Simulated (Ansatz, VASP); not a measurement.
# Sr in VASP and in Ansatz

File INCAR:

```
ALGO = Fast
EDIFF = 1E-6
ENCUT = 520
GGA = PS
ISIF = 2
ISMEAR = 0
LASPH = True
LCHARG = False
LREAL = False
LWAVE = False
NBANDS = 17
NELM = 60
PREC = Accurate
SIGMA = 0.15
```

KPOINTS

```
k-points
0
Gamma
  15 15 8
```

The input POSCAR:

```
Sr
1.0
    4.1945366880      0.0000000000      0.0000000000
   -2.0972683440      3.6325753289      0.0000000000
    0.0000000000      0.0000000000      6.8785266096
Sr
2
Direct
    0.3333333333      0.6666666667      0.2500000000
    0.6666666667      0.3333333333      0.7500000000
```

Input for Ansatz:

```yaml
crystal:
  lattice:
    - [4.194536688, 0.0, 0.0]
    - [-2.097268344, 3.6325753289, 0.0]
    - [0.0, 0.0, 6.8785266096]
  atoms:
    - { symbol: Sr, position: [0.3333333333, 0.6666666667, 0.25] }
    - { symbol: Sr, position: [0.6666666667, 0.3333333333, 0.75] }
basis:
  ecutwfc: 420
kpoints:
  mp_grid: { grid: [15, 15, 8] }
hamiltonian:
  xc: pbesol
  pseudopotentials: { kind: paw }
scf:
  occupations: { method: gaussian, width: 0.15 }
output:
  forces: true
  stress: true
  eigenvalues: true
```

Alike in both runs: task single point; functional PBEsol; k mesh 15 × 15 × 8; occupations gaussian, width 0.15 eV; no spin polarisation.

|  | VASP | Ansatz |
| --- | --- | --- |
| version | VASP 6.6.1 | Ansatz 0.2.0 |
| potentials or method | VASP PAW PBE potentials, release 64 (Sr_sv), cutoff 520 eV | scalar-relativistic, plane waves, PAW |
| valence electrons in the cell | 20 | 20 |

|  | VASP | Ansatz | Ansatz less VASP |
| --- | --- | --- | --- |
| gap on the k mesh at the Fermi level (eV) | none | none | - |
| pressure (GPa) | 0.0 | 0.0 | -0.01 |

VASP's potentials were made for PBE, not for PBEsol. A gap of «none» marks a metal or a gap that the smearing closes.
